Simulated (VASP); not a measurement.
# ZnS in VASP: a series of runs, part 2 of 2

VASP 6.6.1. Earlier steps stand in the parts before.

## 3. Electric field gradients, PBE (equal xy, yz and zx shear strains of +2 %)

The input, INCAR:

```
  PREC = Accurate
  ENCUT = 520
  EDIFF = 1E-8
  ISMEAR = -1
  SIGMA = 0.01
  LREAL = F
  LASPH = T
  NELM = 80
  ALGO = Normal
  ISIF = 2
  LWAVE = F
  LCHARG = F
  GGA = PE
  LEFG = T
  NBANDS = 16
```

The input, KPOINTS:

```
regular mesh
0
Gamma
  8 8 8
```

The input, POSCAR:

```
ZnS
1.0
    0.0540930000      2.7316965000      2.7316965000
    2.7316965000      0.0540930000      2.7316965000
    2.7316965000      2.7316965000      0.0540930000
Zn S
1 1
Direct
    0.0000000000      0.0000000000      0.0000000000
    0.7500000000      0.7500000000      0.7500000000
```

Potentials or basis: VASP PAW PBE potentials, release 64 (Zn, S).

Launch:

```
$ cat potpaw_PBE.64/Zn/POTCAR potpaw_PBE.64/S/POTCAR > POTCAR
$ mpirun -np 1 vasp_std > vasp.out
```

OUTCAR:

```text
PREC = Accurate
   ENCUT = 520
   EDIFF = 1E-8
   ISMEAR = -1
   LREAL = F
   LASPH = T
   NELM = 80
   ISIF = 2
   GGA = PE

 ion  position               nearest neighbor table
   1  0.000  0.000  0.000-   2 2.33   2 2.33   2 2.33   2 2.39
   2  0.750  0.750  0.750-   1 2.33   1 2.33   1 2.33   1 2.39

  LATTYP: Found a trigonal (rhomboedric) cell.
 ALAT       =     3.8635809282
 COS(alpha) =     0.5197000882

  Lattice vectors:

 A1 = (   0.0540930000,   2.7316965000,   2.7316965000)
 A2 = (   2.7316965000,   0.0540930000,   2.7316965000)
 A3 = (   2.7316965000,   2.7316965000,   0.0540930000)

Analysis of symmetry for initial positions (statically):
=====================================================================
 Subroutine PRICEL returns:
 Original cell was already a primitive cell.

 Routine SETGRP: Setting up the symmetry group for a
 trigonal (rhombohedral) supercell.

 Subroutine GETGRP returns: Found  6 space group operations
 (whereof  6 operations were pure point group operations)
 out of a pool of 12 trial point group operations.

The static configuration has the point symmetry C_3v.

Analysis of symmetry for dynamics (positions and initial velocities):
=====================================================================
 Subroutine PRICEL returns:
 Original cell was already a primitive cell.

 Routine SETGRP: Setting up the symmetry group for a
 trigonal (rhombohedral) supercell.

 Subroutine GETGRP returns: Found  6 space group operations
 (whereof  6 operations were pure point group operations)
 out of a pool of 12 trial point group operations.

The dynamic configuration has the point symmetry C_3v.

[... 149 lines left out ...]
 cond. band min:       4.1734954941   @ k =   0.0000   0.0000   0.0000
 fundamental gap:      2.0528420452
 Fermi energy:         2.3541540246

 k-point     1 :       0.0000    0.0000    0.0000
  band No.  band energies     occupation
      1     -11.0420      2.00000
      2      -4.2558      2.00000
      3      -4.2558      2.00000
      4      -4.2346      2.00000
      5      -3.7531      2.00000
      6      -3.7531      2.00000
[... 433 lines left out ...]
      3      -4.1531      2.00000
      4      -4.1300      2.00000
      5      -3.7650      2.00000
      6      -3.7263      2.00000
[... 8 lines left out ...]
     15      14.2473      0.00000
     16      15.3013      0.00000

 [... further k-points ...]
[... 5 lines left out ...]
  --------------------------------------------------------------------------------------
  -------------------------------------------------------------------------------------
  Total        0.4131106      0.4131106      0.4131106     -0.3258305     -0.3258305     -0.3258305
  in kB       16.7318194     16.7318194     16.7318194    -13.1967977    -13.1967977    -13.1967977
  external PRESSURE =      16.7318194 kB  Pullay stress =       0.0000000 kB

 VOLUME and BASIS-vectors are now :
 -----------------------------------------------------------------------------
  energy-cutoff  :      520.00
  volume of cell :       39.56
      direct lattice vectors                 reciprocal lattice vectors
     0.054093000  2.731696500  2.731696500    -0.188564872  0.184903418  0.184903418
     2.731696500  0.054093000  2.731696500     0.184903418 -0.188564872  0.184903418
     2.731696500  2.731696500  0.054093000     0.184903418  0.184903418 -0.188564872

 POSITION                                       TOTAL-FORCE (eV/Angst)
 -----------------------------------------------------------------------------------
      0.00000      0.00000      0.00000        -0.099399     -0.099399     -0.099399
      4.13811      4.13811      4.13811         0.099399      0.099399      0.099399
 -----------------------------------------------------------------------------------
    total drift:                               -0.000081     -0.000081     -0.000082

  FREE ENERGIE OF THE ION-ELECTRON SYSTEM (eV)
  ---------------------------------------------------
  free  energy   TOTEN  =        -6.8383509434 eV

  energy  without entropy=       -6.8383509434  energy(sigma->0) =       -6.83835094

 Electric field gradients (V/A^2)
---------------------------------------------------------------------
 ion       V_xx      V_yy      V_zz      V_xy      V_xz      V_yz
---------------------------------------------------------------------
   1      -0.000     0.000     0.000     6.201     6.201     6.201
   2      -0.000     0.000    -0.000     3.076     3.076     3.076
---------------------------------------------------------------------

 Electric field gradients after diagonalization (V/A^2)
 (convention: |V_zz| > |V_xx| > |V_yy|)
----------------------------------------------------------------------
 ion       V_xx      V_yy      V_zz     asymmetry (V_yy - V_xx)/ V_zz
----------------------------------------------------------------------
   1      -6.201    -6.201    12.402       0.000
   2      -3.076    -3.076     6.151       0.000
----------------------------------------------------------------------

           NMR quadrupolar parameters

 Cq : quadrupolar parameter    Cq=e*Q*V_zz/h
 eta: asymmetry parameters     (V_yy - V_xx)/ V_zz
 Q  : nuclear electric quadrupole moment in mb (millibarn)
----------------------------------------------------------------------
 ion       Cq(MHz)       eta       Q (mb)
----------------------------------------------------------------------
   1       0.030       0.000       1.000
   2       0.015       0.000       1.000
----------------------------------------------------------------------
```

It took 78 s on 1 thread of Intel Xeon 8259CL, shared host; peak memory 0.19 GiB.

What came out:

```yaml
Free_energy: -6.8384 eV
Pressure: 1.7 GPa
Largest_force: 0.172 eV/Å
Band_gap_on_the_k_mesh: 2.05 eV
Largest_electric_field_gradient_by_atom: Zn +12.4; S +6.2 V/Å²
```

Forces on the atoms (eV/Å):
```
Zn  -0.099 -0.099 -0.099
S    0.099  0.099  0.099
```

Stress tensor (GPa, compression positive):
```
 1.67 -1.32 -1.32
-1.32  1.67 -1.32
-1.32 -1.32  1.67
```

Electric field gradients, principal values (V/Å²):
```
atom   least  middle  greatest (by size)
1 Zn  -6.201  -6.201              12.402
 2 S  -3.076  -3.076               6.151
```

Caveat: the cell differs from its parent crystal (equal xy, yz and zx shear strains of +2 %); without QUAD_EFG the Cq values of the log hold for a quadrupole moment of 1 mb, not for the nuclei.

## 4. Electric field gradients, PBE (equal xy, yz and zx shear strains of +2 %)

The input, INCAR:

```
SYSTEM = ZnS
  PREC = Accurate
  ENCUT = 520
  EDIFF = 1E-8
  ISMEAR = -1
  SIGMA = 0.01
  LREAL = .FALSE.
  LASPH = .TRUE.
  NELM = 100
  ALGO = Normal
  ISIF = 2
  LWAVE = .FALSE.
  LCHARG = .FALSE.
  GGA = PE
  LEFG = .TRUE.
  NBANDS = 16
```

The input, KPOINTS:

```
regular mesh
0
G
  8 8 8
  0 0 0
```

POSCAR is that of step 3.

Potentials or basis: VASP PAW PBE potentials, release 64 (Zn, S).

Launch:

```
$ cat potpaw_PBE.64/Zn/POTCAR potpaw_PBE.64/S/POTCAR > POTCAR
$ mpirun -np 1 vasp_std > vasp.out
```

OUTCAR:

```text
SYSTEM = ZnS
   PREC = Accurate
   ENCUT = 520
   EDIFF = 1E-8
   ISMEAR = -1
   LREAL = .FALSE.
   LASPH = .TRUE.
   NELM = 100
   ISIF = 2
   GGA = PE

 ion  position               nearest neighbor table
   1  0.000  0.000  0.000-   2 2.33   2 2.33   2 2.33   2 2.39
   2  0.750  0.750  0.750-   1 2.33   1 2.33   1 2.33   1 2.39

  LATTYP: Found a trigonal (rhomboedric) cell.
 ALAT       =     3.8635809282
 COS(alpha) =     0.5197000882

  Lattice vectors:

 A1 = (   0.0540930000,   2.7316965000,   2.7316965000)
 A2 = (   2.7316965000,   0.0540930000,   2.7316965000)
 A3 = (   2.7316965000,   2.7316965000,   0.0540930000)

Analysis of symmetry for initial positions (statically):
=====================================================================
 Subroutine PRICEL returns:
 Original cell was already a primitive cell.

 Routine SETGRP: Setting up the symmetry group for a
 trigonal (rhombohedral) supercell.
[... 644 lines left out ...]
  energy-cutoff  :      520.00
  volume of cell :       39.56
      direct lattice vectors                 reciprocal lattice vectors
     0.054093000  2.731696500  2.731696500    -0.188564872  0.184903418  0.184903418
     2.731696500  0.054093000  2.731696500     0.184903418 -0.188564872  0.184903418
     2.731696500  2.731696500  0.054093000     0.184903418  0.184903418 -0.188564872

 POSITION                                       TOTAL-FORCE (eV/Angst)
 -----------------------------------------------------------------------------------
      0.00000      0.00000      0.00000        -0.099399     -0.099399     -0.099399
      4.13811      4.13811      4.13811         0.099399      0.099399      0.099399
 -----------------------------------------------------------------------------------
    total drift:                               -0.000081     -0.000081     -0.000082

  FREE ENERGIE OF THE ION-ELECTRON SYSTEM (eV)
  ---------------------------------------------------
  free  energy   TOTEN  =        -6.8383509434 eV

  energy  without entropy=       -6.8383509434  energy(sigma->0) =       -6.83835094

 Electric field gradients (V/A^2)
---------------------------------------------------------------------
 ion       V_xx      V_yy      V_zz      V_xy      V_xz      V_yz
---------------------------------------------------------------------
   1      -0.000     0.000     0.000     6.201     6.201     6.201
   2      -0.000     0.000    -0.000     3.076     3.076     3.076
---------------------------------------------------------------------

 Electric field gradients after diagonalization (V/A^2)
 (convention: |V_zz| > |V_xx| > |V_yy|)
----------------------------------------------------------------------
 ion       V_xx      V_yy      V_zz     asymmetry (V_yy - V_xx)/ V_zz
----------------------------------------------------------------------
   1      -6.201    -6.201    12.402       0.000
   2      -3.076    -3.076     6.151       0.000
----------------------------------------------------------------------

           NMR quadrupolar parameters

 Cq : quadrupolar parameter    Cq=e*Q*V_zz/h
 eta: asymmetry parameters     (V_yy - V_xx)/ V_zz
 Q  : nuclear electric quadrupole moment in mb (millibarn)
----------------------------------------------------------------------
 ion       Cq(MHz)       eta       Q (mb)
----------------------------------------------------------------------
   1       0.030       0.000       1.000
   2       0.015       0.000       1.000
----------------------------------------------------------------------
```

OSZICAR:

```text
N       E                     dE             d eps       ncg     rms          rms(c)
DAV:   1     0.888356380254E+02    0.88836E+02   -0.89750E+03  2080   0.134E+03
DAV:   2    -0.145462644868E+01   -0.90290E+02   -0.84817E+02  2392   0.257E+02
DAV:   3    -0.720774213369E+01   -0.57531E+01   -0.57320E+01  2648   0.638E+01
DAV:   4    -0.726700045648E+01   -0.59258E-01   -0.59247E-01  2488   0.675E+00
DAV:   5    -0.726770331488E+01   -0.70286E-03   -0.70284E-03  2688   0.699E-01    0.687E+00
DAV:   6    -0.685905545323E+01    0.40865E+00   -0.73660E-01  3152   0.300E+01    0.537E+00
DAV:   7    -0.683866443234E+01    0.20391E-01   -0.25119E-01  2544   0.451E+00    0.271E+00
DAV:   8    -0.683794617183E+01    0.71826E-03   -0.51818E-03  2688   0.861E-01    0.702E-01
DAV:   9    -0.683818755475E+01   -0.24138E-03   -0.12363E-03  2512   0.280E-01    0.977E-02
DAV:  10    -0.683835914938E+01   -0.17159E-03   -0.23554E-04  2568   0.130E-01    0.470E-02
DAV:  11    -0.683835011677E+01    0.90326E-05   -0.33892E-05  2448   0.716E-02    0.889E-03
DAV:  12    -0.683835079697E+01   -0.68021E-06   -0.41128E-06  2816   0.211E-02    0.470E-03
DAV:  13    -0.683835094542E+01   -0.14845E-06   -0.72544E-07  2624   0.729E-03    0.274E-03
DAV:  14    -0.683835094336E+01    0.20673E-08   -0.64205E-08  2760   0.202E-03
   1 F= -.68383509E+01 E0= -.68383509E+01  d E =-.137561E-12
```

Run time: 83 s. Hardware: 1 thread of Intel Xeon 8259CL, shared host; peak memory 0.19 GiB.

Results:

```yaml
Free_energy: -6.8384 eV
Pressure: 1.7 GPa
Largest_force: 0.172 eV/Å
Band_gap_on_the_k_mesh: 2.05 eV
Largest_electric_field_gradient_by_atom: Zn +12.4; S +6.2 V/Å²
```

Forces in eV/Å, atoms in the order of the input:
```
Zn  -0.099 -0.099 -0.099
S    0.099  0.099  0.099
```

Levels at points of the mesh, in eV from the valence-band top:
```csv
k point,band 7,band 8,band 9,band 10,band 11,band 12
"(0.00, 0.00, 0.00)",-0.12,0.00,0.00,2.05,6.11,6.50
"(0.50, 0.00, 0.00)",-5.32,-0.95,-0.92,3.21,6.71,6.99
"(0.50, 0.50, 0.00)",-4.59,-2.34,-2.15,3.35,4.06,10.85
"(0.50, 0.50, 0.50)",-5.28,-0.78,-0.78,3.45,7.02,7.02
```

Electric field gradients, principal values (V/Å²):
```tsv
atom	least	middle	greatest (by size)
1 Zn	-6.201	-6.201	12.402
2 S	-3.076	-3.076	6.151
```

Caveat: the cell differs from its parent crystal (equal xy, yz and zx shear strains of +2 %); without QUAD_EFG the Cq values of the log hold for a quadrupole moment of 1 mb, not for the nuclei.
